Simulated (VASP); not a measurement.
# AlGa3N4 (Cm) in VASP: a series of runs

Runs on AlGa3N4. Level: PBEsol. Tasks: single point.

Everything below comes from runs of VASP 6.6.1. Logs are shortened: lines on timing, memory, paths and dates and some standing lists are left out, and cuts for length are marked.

## 1. The cell of the first run

Symmetry: Cm, No. 8, monoclinic system. Conventional cell: a = 6.318 Å, b = 6.318 Å, c = 4.468 Å, α = 90.00°, β = 90.00°, γ = 90.00°. Within 2.5 Å of Al (site symmetry m) lie 4 N at 1.90 Å. Ga (site symmetry m) has 4 N at 1.93 to 1.97 Å within 2.6 Å. Ga (site symmetry 1) has 4 N at 1.93 to 1.97 Å within 2.6 Å. Within 2.5 Å of N (site symmetry 1) lie 1 Al at 1.90 Å and 3 Ga at 1.93 to 1.97 Å. N (site symmetry m) has 1 Al at 1.90 Å and 3 Ga at 1.93 to 1.95 Å within 2.5 Å. N (site symmetry m) has 1 Al at 1.90 Å and 3 Ga at 1.95 to 1.97 Å within 2.5 Å.

## 2. Single point, PBEsol (all Ga atoms moved +0.025 Å, as atom 2 along Cartesian [1 -1 0])

File INCAR:

```
SYSTEM = AlGa3N4
PREC     = Accurate       ! precision mode
ENCUT    = 520            ! plane-wave cutoff, eV
EDIFF    = 1E-6           ! SCF threshold, eV
ISMEAR   = 0              ! smearing method
SIGMA    = 0.05           ! smearing width, eV
LREAL    = .FALSE.        ! projectors in reciprocal space
LASPH    = .TRUE.         ! aspherical terms in the spheres
NELM     = 80             ! most SCF steps
ALGO     = Normal         ! electronic algorithm
ISIF     = 2              ! what is computed and relaxed
LWAVE    = .FALSE.        ! write WAVECAR
LCHARG   = .FALSE.        ! write CHGCAR
GGA      = PS             ! functional
NBANDS   = 41             ! bands
```

File KPOINTS:

```
Automatic mesh
0
G
  6 6 6
  0 0 0
```

File POSCAR:

```
AlGa3N4
1.0
    4.4676279261      0.0000000000      0.0000000000
    0.0000000000      4.4676279261      0.0000000000
    0.0000000000      0.0000000000      4.4676279261
Al Ga N
1 3 4
Direct
    0.0000000000      0.0000000000      0.0000000000
    0.5039568357      0.4960431643      0.0000000000
    0.5039568357     -0.0039568357      0.5000000000
    0.0039568357      0.4960431643      0.5000000000
    0.7550309220      0.7550309220      0.2449690780
    0.7550309220      0.2449690780      0.7550309220
    0.2449690780      0.7550309220      0.7550309220
    0.2449690780      0.2449690780      0.2449690780
```

Potentials or basis: VASP PAW PBE potentials, release 64 (Al, Ga_d, N).

Launch:

```
$ cat potpaw_PBE.64/Al/POTCAR potpaw_PBE.64/Ga_d/POTCAR potpaw_PBE.64/N/POTCAR > POTCAR
$ mpirun -np 1 vasp_std > vasp.out
```

OUTCAR:

```text
SYSTEM = AlGa3N4
   PREC = Accurate
   ENCUT = 520
   EDIFF = 1E-6
   ISMEAR = 0
   LREAL = .FALSE.
   LASPH = .TRUE.
   NELM = 80
   ISIF = 2
   GGA = PS

 ion  position               nearest neighbor table
   1  0.000  0.000  0.000-   5 1.90   6 1.90   7 1.90   8 1.90   2 3.13
   2  0.504  0.496  0.000-   6 1.93   5 1.95   8 1.95   7 1.97   1 3.13
   3  0.504  0.996  0.500-   5 1.93   6 1.95   7 1.95   8 1.97
   4  0.004  0.496  0.500-   8 1.93   6 1.95   7 1.95   5 1.97
   5  0.755  0.755  0.245-   1 1.90   3 1.93   2 1.95   4 1.97
   6  0.755  0.245  0.755-   1 1.90   2 1.93   3 1.95   4 1.95
   7  0.245  0.755  0.755-   1 1.90   3 1.95   4 1.95   2 1.97
   8  0.245  0.245  0.245-   1 1.90   4 1.93   2 1.95   3 1.97

  LATTYP: Found a simple cubic cell.
 ALAT       =     4.4676279261

  Lattice vectors:

 A1 = (   4.4676279261,   0.0000000000,   0.0000000000)
 A2 = (   0.0000000000,   4.4676279261,   0.0000000000)
 A3 = (   0.0000000000,   0.0000000000,   4.4676279261)

Analysis of symmetry for initial positions (statically):
=====================================================================
 Subroutine PRICEL returns:
 Original cell was already a primitive cell.

 Routine SETGRP: Setting up the symmetry group for a
 simple cubic supercell.

 Subroutine GETGRP returns: Found  2 space group operations
 (whereof  2 operations were pure point group operations)
 out of a pool of 48 trial point group operations.

The static configuration has the point symmetry C_1h.

Analysis of symmetry for dynamics (positions and initial velocities):
=====================================================================
 Subroutine PRICEL returns:
 Original cell was already a primitive cell.

 Routine SETGRP: Setting up the symmetry group for a
 simple cubic supercell.

 Subroutine GETGRP returns: Found  2 space group operations
 (whereof  2 operations were pure point group operations)
 out of a pool of 48 trial point group operations.

The dynamic configuration has the point symmetry C_1h.

 Subroutine INISYM returns: Found  2 space group operations
 (whereof  2 operations are pure point group operations),
 and found     1 'primitive' translations

----------------------------------------------------------------------------------------

                                     Primitive cell

  volume of cell :      89.1725

  direct lattice vectors                    reciprocal lattice vectors
[... 101 lines left out ...]
   EDIFFG = 0.1E-04   stopping-criterion for IOM
   NSW    =      0    number of steps for IOM
   IBRION =     -1    ionic relax: 0-MD 1-quasi-New 2-CG
   NFREE  =      0    steps in history (QN), initial steepest desc. (CG)
   ISIF   =      2    stress and relaxation
   ISYM   =      2    0-nonsym 1-usesym 2-fastsym
   POTIM  = 0.5000    time-step for ionic-motion
   TEBEG  =    0.0;   TEEND  =   0.0 temperature during run
   PSTRESS=    0.0 pullay stress
   NELECT =      62.0000    total number of electrons
   NUPDOWN=      -1.0000    fix difference up-down
   EMIN   =  10.00;   EMAX   =-10.00  energy-range for DOS
   EFERMI =   0.00;   METHOD = LEGACY
   ISMEAR =     0;   SIGMA  =   0.05  broadening in eV -4-tet -1-fermi 0-gaus
   EFERMI_NEDOS =   21; number of points for ismear=-14 and -15
   IALGO  =     38    algorithm
   IMIX   =      4    mixing-type and parameters
     AMIX     =   0.40;   BMIX     =  1.00
     AMIX_MAG =   1.60;   BMIX_MAG =  1.00
  volume/ion in A,a.u.               =      11.15        75.22
  Fermi-wavevector in a.u.,A,eV,Ry     =   1.450313  2.740694 28.618599  2.103408
  Thomas-Fermi vector in A             =   2.567939
   LORBIT       =      0    0 simple, 1 ext, 2 COOP (PROOUT), +10 PAW based schemes
   GGA     = PS    functional components
   LHFCALC =     F    Hartree Fock is set to
   AEXX    =    0.0000 exact exchange contribution
   IVDW    =     0    specifies the selected vdW correction
   LEPSILON=     F    determine dielectric tensor
   LRPA    =     F    only Hartree local field effects (RPA)
 non-spin polarized calculation
 Gauss-broadening in eV      SIGMA  =   0.05
  energy-cutoff  :      520.00
  volume of cell :       89.17
 maximum number of plane-waves:      2469
 NGX is ok and might be reduce to    36
   NGX = 17   NGY = 17   NGZ = 17

 number of electron      61.9999991 magnetization

 Free energy of the ion-electron system (eV)
  ---------------------------------------------------
  ext. energy  EPLUGINS =         0.00000000
  ---------------------------------------------------
  free energy    TOTEN  =       -54.95457036 eV

  energy without entropy =      -54.95457036  energy(sigma->0) =      -54.95457036

 E-fermi :   5.6287     XC(G=0): -11.7432

 val. band max:        5.3587606913   @ k =   0.0000   0.0000   0.0000
 cond. band min:       7.6225400605   @ k =   0.0000   0.0000   0.0000
 fundamental gap:      2.2637793692
 Fermi energy:         5.6286504481

 k-point     1 :       0.0000    0.0000    0.0000
  band No.  band energies     occupation
      1     -10.3744      2.00000
      2      -9.1072      2.00000
      3      -9.0741      2.00000
      4      -9.0364      2.00000
      5      -7.7995      2.00000
      6      -7.7828      2.00000
[... 1045 lines left out ...]
     40      14.9987      0.00000
     41      15.2808      0.00000

 [... further k-points ...]
[... 5 lines left out ...]
  --------------------------------------------------------------------------------------
  -------------------------------------------------------------------------------------
  Total       -0.0909148     -0.0909148     -0.0682063     -0.0362479      0.4453571     -0.4453576
  in kB       -1.6334813     -1.6334813     -1.2254748     -0.6512717      8.0018053     -8.0018134
  external PRESSURE =      -1.4974791 kB  Pullay stress =       0.0000000 kB

 VOLUME and BASIS-vectors are now :
 -----------------------------------------------------------------------------
  energy-cutoff  :      520.00
  volume of cell :       89.17
      direct lattice vectors                 reciprocal lattice vectors
     4.467627926  0.000000000  0.000000000     0.223832427  0.000000000  0.000000000
     0.000000000  4.467627926  0.000000000     0.000000000  0.223832427  0.000000000
     0.000000000  0.000000000  4.467627926     0.000000000  0.000000000  0.223832427

 POSITION                                       TOTAL-FORCE (eV/Angst)
 -----------------------------------------------------------------------------------
      0.00000      0.00000      0.00000         0.097128     -0.097128      0.000547
      2.25149      2.21614      0.00000        -0.296363      0.296363      0.016336
      2.25149      4.44995      2.23381        -0.296299      0.145772      0.016271
      0.01768      2.21614      2.23381        -0.145772      0.296299      0.016271
      3.37320      3.37320      1.09443         0.189223     -0.199870     -0.010490
      3.37320      1.09443      3.37320         0.126973     -0.126973     -0.082865
      1.09443      3.37320      3.37320         0.125239     -0.125239      0.054421
      1.09443      1.09443      1.09443         0.199870     -0.189223     -0.010490
 -----------------------------------------------------------------------------------
    total drift:                                0.000291     -0.000291      0.000034

  FREE ENERGIE OF THE ION-ELECTRON SYSTEM (eV)
  ---------------------------------------------------
  free  energy   TOTEN  =       -54.9545703616 eV

  energy  without entropy=      -54.9545703616  energy(sigma->0) =      -54.95457036
```

OSZICAR:

```text
N       E                     dE             d eps       ncg     rms          rms(c)
DAV:   1     0.628675441145E+03    0.62868E+03   -0.27986E+04  6305   0.254E+03
DAV:   2     0.515883252346E+02   -0.57709E+03   -0.53761E+03  5992   0.634E+02
DAV:   3    -0.551272191188E+02   -0.10672E+03   -0.10336E+03  6265   0.193E+02
DAV:   4    -0.625970486323E+02   -0.74698E+01   -0.74036E+01  7627   0.541E+01
DAV:   5    -0.627836844096E+02   -0.18664E+00   -0.18630E+00  7109   0.861E+00    0.150E+01
DAV:   6    -0.548365476422E+02    0.79471E+01   -0.22950E+01 10332   0.580E+01    0.454E+00
DAV:   7    -0.550470439447E+02   -0.21050E+00   -0.38207E+00  6597   0.108E+01    0.389E+00
DAV:   8    -0.549953887887E+02    0.51655E-01   -0.54535E-01  8752   0.776E+00    0.114E+00
DAV:   9    -0.549536542494E+02    0.41735E-01   -0.16872E-01  9074   0.535E+00    0.444E-01
DAV:  10    -0.549545085812E+02   -0.85433E-03   -0.15876E-02  6723   0.759E-01    0.179E-01
DAV:  11    -0.549545674651E+02   -0.58884E-04   -0.18788E-03  9182   0.554E-01    0.263E-02
DAV:  12    -0.549545668871E+02    0.57798E-06   -0.28829E-04  8702   0.244E-01    0.135E-02
DAV:  13    -0.549545694835E+02   -0.25964E-05   -0.30631E-05  8003   0.791E-02    0.484E-03
DAV:  14    -0.549545703616E+02   -0.87809E-06   -0.48035E-06  6335   0.431E-02
   1 F= -.54954570E+02 E0= -.54954570E+02  d E =-.289921E-16
```

Run time: 3.8 min. Hardware: 1 thread of Intel Xeon Platinum 8488C (Sapphire Rapids), shared host; peak memory 0.32 GiB.

What came out:

* Free energy: -54.9546 eV
* Pressure: -0.1 GPa
* Largest force: 0.419 eV/Å
* Band gap on the k mesh: 2.26 eV

Forces on the atoms (eV/Å):
```
Al   0.097 -0.097  0.001
Ga  -0.296  0.296  0.016
Ga  -0.296  0.146  0.016
Ga  -0.146  0.296  0.016
N    0.189 -0.200 -0.010
N    0.127 -0.127 -0.083
N    0.125 -0.125  0.054
N    0.200 -0.189 -0.010
```

Stress tensor (GPa, compression positive):
```
-0.16 -0.07 -0.80
-0.07 -0.16  0.80
-0.80  0.80 -0.12
```

Caveat: the cell differs from its parent crystal (all Ga atoms moved +0.025 Å, as atom 2 along Cartesian [1 -1 0]); the PAW data sets were made with another functional, which shifts forces and pressure a little.

## 3. Single point, PBEsol (all Ga atoms moved +0.087 Å, as atom 2 along Cartesian [1 -1 0])

File INCAR:

```
PREC     = Accurate       # precision mode
ENCUT    = 520            # plane-wave cutoff, eV
EDIFF    = 1E-6           # SCF threshold, eV
ISMEAR   = 0              # smearing method
SIGMA    = 0.05           # smearing width, eV
LREAL    = False          # projectors in reciprocal space
LASPH    = True           # aspherical terms in the spheres
NELM     = 60             # most SCF steps
ALGO     = Normal         # electronic algorithm
ISIF     = 2              # what is computed and relaxed
LWAVE    = False          # write WAVECAR
LCHARG   = True           # write CHGCAR
GGA      = PS             # functional
LELF     = True           # ELF
LVHAR    = True         
NBANDS   = 41             # bands
```

File KPOINTS:

```
Automatic mesh
0
Gamma
  6 6 6
```

Changes to POSCAR since step 2:

```diff
@@ -9,5 +9,5 @@
     0.0000000000      0.0000000000      0.0000000000
-    0.5039568357      0.4960431643      0.0000000000
-    0.5039568357     -0.0039568357      0.5000000000
-    0.0039568357      0.4960431643      0.5000000000
+    0.5138489248      0.4861510752      0.0000000000
+    0.5138489248     -0.0138489248      0.5000000000
+    0.0138489248      0.4861510752      0.5000000000
     0.7550309220      0.7550309220      0.2449690780
```

Potentials or basis: VASP PAW PBE potentials, release 64 (Al, Ga_d, N).

Launch:

```
$ cat potpaw_PBE.64/Al/POTCAR potpaw_PBE.64/Ga_d/POTCAR potpaw_PBE.64/N/POTCAR > POTCAR
$ mpirun -np 1 vasp_std > vasp.out
```

It took 3.4 min on 1 thread of Intel Xeon Platinum 8488C (Sapphire Rapids), shared host; peak memory 0.33 GiB.

The run converged. Its results:

```yaml
Free_energy: -54.8069 eV
Pressure: 0.4 GPa
Largest_force: 1.496 eV/Å
Band_gap_on_the_k_mesh: 2.14 eV
```

Forces in eV/Å, atoms in the order of the input:
```
Al   0.340 -0.340  0.007
Ga  -1.049  1.049  0.201
Ga  -1.045  0.519  0.200
Ga  -0.519  1.045  0.200
N    0.682 -0.697 -0.186
N    0.515 -0.515 -0.368
N    0.379 -0.379  0.132
N    0.697 -0.682 -0.186
```

Stress tensor (GPa, compression positive):
```
 0.29 -0.80 -2.85
-0.80  0.29  2.85
-2.85  2.85  0.77
```

Levels at points of the mesh, in eV from the valence-band top:
```tsv
k point	band 29	band 30	band 31	band 32	band 33	band 34
(0.00, 0.00, 0.00)	-0.30	-0.14	0.00	2.14	2.97	3.17
(0.50, 0.00, 0.00)	-1.64	-1.48	-1.17	4.63	4.83	5.88
(0.00, 0.00, 0.50)	-1.60	-1.34	-1.32	4.67	4.76	5.97
(0.50, 0.50, 0.00)	-1.07	-1.03	-0.75	6.50	6.64	6.68
(0.00, 0.50, 0.50)	-1.09	-1.08	-0.67	6.49	6.64	6.68
(0.50, 0.50, 0.50)	-0.82	-0.63	-0.59	4.69	4.76	4.86
```

Caveat: the cell differs from its parent crystal (all Ga atoms moved +0.087 Å, as atom 2 along Cartesian [1 -1 0]); the PAW data sets were made with another functional, which shifts forces and pressure a little.

## 4. Single point, PBEsol (all Ga atoms moved +0.062 Å, as atom 2 along Cartesian [1 -1 0])

File INCAR:

```
SYSTEM = AlGa3N4
PREC = Accurate
ENCUT = 520
EDIFF = 1E-6
ISMEAR = 0
SIGMA = 0.05
LREAL = .FALSE.
LASPH = .TRUE.
NELM = 60
ALGO = Normal
ISIF = 2
LWAVE = .FALSE.
LCHARG = .TRUE.
GGA = PS
LELF = .TRUE.
LVHAR = .TRUE.
NBANDS = 41
```

File KPOINTS:

```
regular mesh
0
G
  6 6 6
  0 0 0
```

Changes to POSCAR since step 3:

```diff
@@ -9,5 +9,5 @@
     0.0000000000      0.0000000000      0.0000000000
-    0.5138489248      0.4861510752      0.0000000000
-    0.5138489248     -0.0138489248      0.5000000000
-    0.0138489248      0.4861510752      0.5000000000
+    0.5098920892      0.4901079108      0.0000000000
+    0.5098920892     -0.0098920892      0.5000000000
+    0.0098920892      0.4901079108      0.5000000000
     0.7550309220      0.7550309220      0.2449690780
```

Launch:

```
$ cat potpaw_PBE.64/Al/POTCAR potpaw_PBE.64/Ga_d/POTCAR potpaw_PBE.64/N/POTCAR > POTCAR
$ mpirun -np 1 vasp_std > vasp.out
```

Run time: 3.5 min. Hardware: 1 thread of Intel Xeon Platinum 8488C (Sapphire Rapids), shared host; peak memory 0.33 GiB.

Results (log left out):

| Item | Value |
| --- | --- |
| Free energy | -54.8859 eV |
| Pressure | 0.1 GPa |
| Largest force | 1.058 eV/Å |
| Band gap on the k mesh | 2.19 eV |

Forces in eV/Å, atoms in the order of the input:
```
Al   0.243 -0.243  0.003
Ga  -0.745  0.745  0.102
Ga  -0.744  0.368  0.102
Ga  -0.368  0.744  0.102
N    0.483 -0.496 -0.092
N    0.350 -0.350 -0.238
N    0.285 -0.285  0.112
N    0.496 -0.483 -0.092
```

Stress tensor (GPa, compression positive):
```
 0.06 -0.41 -2.02
-0.41  0.06  2.02
-2.02  2.02  0.30
```

Levels at points of the mesh, in eV from the valence-band top:
```tsv
k point	band 29	band 30	band 31	band 32	band 33	band 34
(0.00, 0.00, 0.00)	-0.22	-0.10	0.00	2.19	3.08	3.22
(0.50, 0.00, 0.00)	-1.59	-1.41	-1.18	4.70	4.86	5.96
(0.00, 0.00, 0.50)	-1.57	-1.30	-1.29	4.72	4.81	6.02
(0.50, 0.50, 0.00)	-1.04	-1.01	-0.72	6.55	6.70	6.73
(0.00, 0.50, 0.50)	-1.05	-1.04	-0.68	6.54	6.70	6.73
(0.50, 0.50, 0.50)	-0.80	-0.65	-0.63	4.76	4.81	4.88
```

Caveat: the cell differs from its parent crystal (all Ga atoms moved +0.062 Å, as atom 2 along Cartesian [1 -1 0]); the PAW data sets were made with another functional, which shifts forces and pressure a little.

## 5. The runs side by side

| cell | gap on the mesh (eV) | pressure (GPa) | largest force (eV/Å) |
| --- | --- | --- | --- |
| as given, atomic positions A | 2.26 | -0.1 | 0.42 |
| as given, atomic positions B | 2.14 | 0.4 | 1.50 |
| as given, atomic positions C | 2.19 | 0.1 | 1.06 |

Alike in all rows: task single point; level PBEsol; potentials or basis VASP PAW PBE potentials, release 64 (Al, Ga_d, N); no spin polarisation; k mesh 6 × 6 × 6; cutoff (eV) 520; smearing gaussian 0.05 eV.

Caveats: the PAW data sets were made with another functional, which shifts forces and pressure a little.

Absolute energies hang on the potentials; compare differences alone.
